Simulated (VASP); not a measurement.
V2O5, 7 atoms in the cell. Symmetry: P6mm, No. 183, hexagonal system. Conventional cell: a = 5.908 Å, b = 5.908 Å, c = 4.713 Å, α = 90.00°, β = 90.00°, γ = 120.00°. Within 2.1 Å of V (site symmetry 3m) lie 4 O at 1.59 to 1.78 Å. O (site symmetry 3m) has 1 V at 1.59 Å within 2.1 Å. Within 2.4 Å of O (site symmetry 2mm) lie 2 V at 1.78 Å. The cell was generated, and may not be a known phase.

```yaml
Program: VASP 6.6.1
Task: single point
Functional: PBE
Potentials_or_basis: VASP PAW PBE potentials, release 64 (V_sv, O_h)
Cutoff: 1340 eV
k_mesh: 3 × 3 × 4
Occupations: gaussian, width 0.1 eV
Spin: collinear spin, antiferromagnetic start
Starting_moments: "[-2.0, 2.0, 0.0, 0.0, 0.0, 0.0, 0.0] μB"
Dipole_correction: no
Further_INCAR_settings: ALGO = Normal; EDIFF = 1e-06; NBANDS = 41
```

Potentials or basis: VASP PAW PBE potentials, release 64 (V_sv, O_h).

Command:

```bash
$ cat potpaw_PBE.64/V_sv/POTCAR potpaw_PBE.64/O_h/POTCAR > POTCAR
$ mpirun -np 1 vasp_std > vasp.out
```

Hardware: 1 thread of Intel(R) Xeon(R) Platinum 8559C (Emerald Rapids), with other jobs on the host.

Q: Estimate the wall time of this run.

A: Wall time 6.6 min on 1 thread of Intel(R) Xeon(R) Platinum 8559C (Emerald Rapids), with other jobs on the host, peak memory 0.95 GiB. Counts: scf iterations 20, k points 9.
